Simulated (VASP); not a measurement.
# Lu3TaN (P1) in VASP: single point with PBE

Aim: the single point of Lu3TaN with PBE.

Everything below comes from runs of VASP 6.6.1. Logs are shortened: lines on timing, memory, paths and dates and some standing lists are left out, and cuts for length are marked.

## Step 1: The cell of the first run

The typed cell holds 5 atoms: a = 4.541 Å, b = 4.541 Å, c = 4.541 Å, α = 90.00°, β = 90.00°, γ = 90.00°.

## Step 2: Single point, PBE

Input file INCAR:

```
  PREC = Accurate
  ENCUT = 520
  EDIFF = 1E-6
  ISMEAR = -1
  SIGMA = 0.05
  LREAL = F
  LASPH = T
  NELM = 120
  ALGO = Normal
  ISIF = 2
  LWAVE = F
  LCHARG = F
  GGA = PE
  NBANDS = 54
  GGA_COMPAT = F
```

Input file KPOINTS:

```
Automatic mesh
0
Gamma
  3 3 3
```

Input file POSCAR:

```
Lu3TaN
1.0
    4.5409890000      0.0000000000      0.0000000000
    0.0000000000      4.5409890000      0.0000000000
    0.0000000000      0.0000000000      4.5409890000
Ta Lu N
1 3 1
Direct
   -0.0067879486      0.0085269971     -0.0123539167
    0.5079963858      0.4941601929      0.0003483823
   -0.0119685381      0.5005706907      0.5181963665
    0.5100032174     -0.0054565206      0.4966193488
    0.5123522651      0.5238224537      0.4701709253
```

Potentials or basis: VASP PAW PBE potentials, release 64 (Ta_pv, Lu, N).

On the command line:

```
cat potpaw_PBE.64/Ta_pv/POTCAR potpaw_PBE.64/Lu/POTCAR potpaw_PBE.64/N/POTCAR > POTCAR
mpirun -np 1 vasp_std > vasp.out
```

OUTCAR:

```text
PREC = Accurate
   ENCUT = 520
   EDIFF = 1E-6
   ISMEAR = -1
   LREAL = F
   LASPH = T
   NELM = 120
   ISIF = 2
   GGA = PE

 ion  position               nearest neighbor table
   1  0.993  0.009  0.988-   3 3.09   2 3.12   4 3.13   3 3.14   4 3.19   2 3.21   2 3.21   4 3.24
                             3 3.29   4 3.29   2 3.31   3 3.34
   2  0.508  0.494  0.000-   5 2.14   5 2.41   3 3.09   1 3.12   4 3.20   4 3.20   3 3.21   1 3.21
                             1 3.21   3 3.22   4 3.22   4 3.22   1 3.31   3 3.33
   3  0.988  0.501  0.518-   5 2.17   5 2.39   1 3.09   2 3.09   4 3.12   1 3.14   4 3.16   2 3.21
                             2 3.22   4 3.26   1 3.29   4 3.30   2 3.33   1 3.34
   4  0.510  0.995  0.497-   5 2.14   5 2.41   3 3.12   1 3.13   3 3.16   1 3.19   2 3.20   2 3.20
                             2 3.22   2 3.22   1 3.24   3 3.26   1 3.29   3 3.30
   5  0.512  0.524  0.470-   2 2.14   4 2.14   3 2.17   3 2.39   4 2.41   2 2.41

  LATTYP: Found a simple cubic cell.
 ALAT       =     4.5409890000

  Lattice vectors:

 A1 = (   4.5409890000,   0.0000000000,   0.0000000000)
 A2 = (   0.0000000000,   4.5409890000,   0.0000000000)
 A3 = (   0.0000000000,   0.0000000000,   4.5409890000)

Analysis of symmetry for initial positions (statically):
=====================================================================
 Subroutine PRICEL returns:
 Original cell was already a primitive cell.

 Routine SETGRP: Setting up the symmetry group for a
 simple cubic supercell.

 Subroutine GETGRP returns: Found  1 space group operations
 (whereof  1 operations were pure point group operations)
 out of a pool of 48 trial point group operations.

The static configuration has the point symmetry C_1 .

Analysis of symmetry for dynamics (positions and initial velocities):
=====================================================================
 Subroutine PRICEL returns:
 Original cell was already a primitive cell.

 Routine SETGRP: Setting up the symmetry group for a
 simple cubic supercell.

 Subroutine GETGRP returns: Found  1 space group operations
 (whereof  1 operations were pure point group operations)
 out of a pool of 48 trial point group operations.

The dynamic configuration has the point symmetry C_1 .

 Subroutine INISYM returns: Found  1 space group operations
 (whereof  1 operations are pure point group operations),
 and found     1 'primitive' translations
[... 88 lines left out ...]
   ENCUT  =  520.0 eV  38.22 Ry    6.18 a.u.   8.44  8.44  8.44*2*pi/ulx,y,z
   NELM   =    120;   NELMIN=  2; NELMDL= -5     # of ELM steps
   EDIFF  = 0.1E-05   stopping-criterion for ELM
   LREAL  =      F    real-space projection
   EDIFFG = 0.1E-04   stopping-criterion for IOM
   NSW    =      0    number of steps for IOM
   IBRION =     -1    ionic relax: 0-MD 1-quasi-New 2-CG
   NFREE  =      0    steps in history (QN), initial steepest desc. (CG)
   ISIF   =      2    stress and relaxation
   ISYM   =      2    0-nonsym 1-usesym 2-fastsym
   POTIM  = 0.5000    time-step for ionic-motion
   TEBEG  =    0.0;   TEEND  =   0.0 temperature during run
   PSTRESS=    0.0 pullay stress
   NELECT =      91.0000    total number of electrons
   NUPDOWN=      -1.0000    fix difference up-down
   EMIN   =  10.00;   EMAX   =-10.00  energy-range for DOS
   EFERMI =   0.00;   METHOD = LEGACY
   ISMEAR =    -1;   SIGMA  =   0.05  broadening in eV -4-tet -1-fermi 0-gaus
   EFERMI_NEDOS =   21; number of points for ismear=-14 and -15
   IALGO  =     38    algorithm
   IMIX   =      4    mixing-type and parameters
     AMIX     =   0.40;   BMIX     =  1.00
     AMIX_MAG =   1.60;   BMIX_MAG =  1.00
  volume/ion in A,a.u.               =      18.73       126.38
  Fermi-wavevector in a.u.,A,eV,Ry     =   1.621579  3.064340 35.776782  2.629519
  Thomas-Fermi vector in A             =   2.715332
   LORBIT       =      0    0 simple, 1 ext, 2 COOP (PROOUT), +10 PAW based schemes
   GGA     = PE    functional components
   LHFCALC =     F    Hartree Fock is set to
   AEXX    =    0.0000 exact exchange contribution
   IVDW    =     0    specifies the selected vdW correction
   LEPSILON=     F    determine dielectric tensor
   LRPA    =     F    only Hartree local field effects (RPA)
 non-spin polarized calculation
  energy-cutoff  :      520.00
  volume of cell :       93.64
 maximum number of plane-waves:      2546
 NGX is ok and might be reduce to    36
   NGX = 17   NGY = 17   NGZ = 17

 number of electron      91.0000002 magnetization

 Free energy of the ion-electron system (eV)
  ---------------------------------------------------
  ext. energy  EPLUGINS =         0.00000000
  ---------------------------------------------------
  free energy    TOTEN  =       -34.78625923 eV

  energy without entropy =      -34.70302000  energy(sigma->0) =      -34.74463962

 E-fermi :   3.5275     XC(G=0): -12.0205

 val. band max:        3.4814225039   @ k =   0.3333   0.0000   0.3333
 cond. band min:       3.5600517540   @ k =   0.3333   0.3333   0.3333
 fundamental gap:      0.0786292501
 Fermi energy:         3.5274752754

 k-point     1 :       0.0000    0.0000    0.0000
  band No.  band energies     occupation
      1     -51.5719      2.00000
      2     -51.4894      2.00000
      3     -51.4735      2.00000
      4     -30.4575      2.00000
      5     -30.4500      2.00000
      6     -30.4460      2.00000
[... 787 lines left out ...]
     53       7.4220      0.00000
     54       8.5601      0.00000

------------------------ aborting loop because EDIFF is reached ----------------------------------------

  FORCE on cell =-STRESS in cart. coord.  units (eV):
  Direction    XX          YY          ZZ          XY          YZ          ZX
  --------------------------------------------------------------------------------------
  -------------------------------------------------------------------------------------
  Total        6.2900894      6.9800529      6.8875549     -0.2596817      0.2163428      0.2168626
  in kB      107.6257148    119.4312416    117.8485666     -4.4432477      3.7017036      3.7105971
  external PRESSURE =     114.9685077 kB  Pullay stress =       0.0000000 kB

 VOLUME and BASIS-vectors are now :
 -----------------------------------------------------------------------------
  energy-cutoff  :      520.00
  volume of cell :       93.64
      direct lattice vectors                 reciprocal lattice vectors
     4.540989000  0.000000000  0.000000000     0.220216345  0.000000000  0.000000000
     0.000000000  4.540989000  0.000000000     0.000000000  0.220216345  0.000000000
     0.000000000  0.000000000  4.540989000     0.000000000  0.000000000  0.220216345

 POSITION                                       TOTAL-FORCE (eV/Angst)
 -----------------------------------------------------------------------------------
      4.51017      0.03872      4.48489         0.303701     -0.148750      0.183901
      2.30681      2.24398      0.00158        -0.329032      0.092866     -0.996877
      4.48664      2.27309      2.35312         1.295508     -0.084451     -0.499896
      2.31592      4.51621      2.25514        -0.388211      1.221655      0.180111
      2.32659      2.37867      2.13504        -0.881966     -1.081320      1.132762
 -----------------------------------------------------------------------------------
    total drift:                                0.000692      0.000308     -0.000239

  FREE ENERGIE OF THE ION-ELECTRON SYSTEM (eV)
  ---------------------------------------------------
  free  energy   TOTEN  =       -34.7862592261 eV

  energy  without entropy=      -34.7030200041  energy(sigma->0) =      -34.74463962
```

OSZICAR:

```text
N       E                     dE             d eps       ncg     rms          rms(c)
DAV:   1     0.879059589305E+03    0.87906E+03   -0.32519E+04  2276   0.535E+03
DAV:   2     0.109877617141E+03   -0.76918E+03   -0.73448E+03  2024   0.949E+02
DAV:   3    -0.202378782149E+02   -0.13012E+03   -0.12588E+03  1656   0.232E+02
DAV:   4    -0.389034826181E+02   -0.18666E+02   -0.18310E+02  2176   0.691E+01
DAV:   5    -0.404332403844E+02   -0.15298E+01   -0.15270E+01  2546   0.169E+01    0.159E+01
DAV:   6    -0.352004954626E+02    0.52327E+01   -0.38475E+01  2320   0.358E+01    0.800E+00
DAV:   7    -0.349462748421E+02    0.25422E+00   -0.14016E+01  2306   0.169E+01    0.538E+00
DAV:   8    -0.348103597490E+02    0.13592E+00   -0.11486E+00  2200   0.975E+00    0.280E+00
DAV:   9    -0.347865359276E+02    0.23824E-01   -0.24913E-01  2536   0.750E+00    0.590E-01
DAV:  10    -0.347851604370E+02    0.13755E-02   -0.92868E-02  2554   0.651E+00    0.321E-01
DAV:  11    -0.347862209136E+02   -0.10605E-02   -0.92181E-03  2448   0.279E+00    0.226E-01
DAV:  12    -0.347862353451E+02   -0.14432E-04   -0.30892E-03  2162   0.858E-01    0.720E-02
DAV:  13    -0.347862351819E+02    0.16322E-06   -0.80535E-04  2136   0.941E-01    0.187E-02
DAV:  14    -0.347862505812E+02   -0.15399E-04   -0.19858E-04  2360   0.436E-01    0.108E-02
DAV:  15    -0.347862579411E+02   -0.73599E-05   -0.87374E-05  1880   0.136E-01    0.597E-03
DAV:  16    -0.347862590263E+02   -0.10852E-05   -0.17357E-05  1384   0.104E-01    0.284E-03
DAV:  17    -0.347862592261E+02   -0.19976E-06   -0.69415E-06  1566   0.762E-02
   1 F= -.34786259E+02 E0= -.34744640E+02  d E =-.832392E-01
```

stdout:

```text
POSCAR found type information on POSCAR TaLuN
 POSCAR found :  3 types and       5 ions
 scaLAPACK will be used
 LDA part: xc-table for (Slater+PW92), standard interpolation
 POSCAR, INCAR and KPOINTS ok, starting setup
 FFT: planning ... GRIDC
 FFT: planning ... GRID_SOFT
 FFT: planning ... GRID
 WAVECAR not read
 entering main loop
```

It took 3.5 min on 1 thread of AMD EPYC 7R13, shared host; peak memory 0.22 GiB.

What came out:

```yaml
Free_energy: -34.7863 eV
Pressure: 11.5 GPa
Largest_force: 1.797 eV/Å
```

Forces on the atoms (eV/Å):
```
Ta   0.304 -0.149  0.184
Lu  -0.329  0.093 -0.997
Lu   1.296 -0.084 -0.500
Lu  -0.388  1.222  0.180
N   -0.882 -1.081  1.133
```

Levels at points of the mesh, in eV from the Fermi level:
```
           k point  band 42  band 43  band 44  band 45  band 46  band 47  band 48  band 49  band 50  band 51
(0.00, 0.00, 0.00)    -1.93    -1.57    -1.28    -0.97    -0.85     2.21     2.27     2.32     4.07     4.15
```

Caveat: the k points lie up to 0.46 Å⁻¹ apart; spin-orbit coupling is left out, which moves the levels of the heavy elements; forces of over 1 eV/Å act on the atoms, so gaps and moduli don't describe the material at rest.
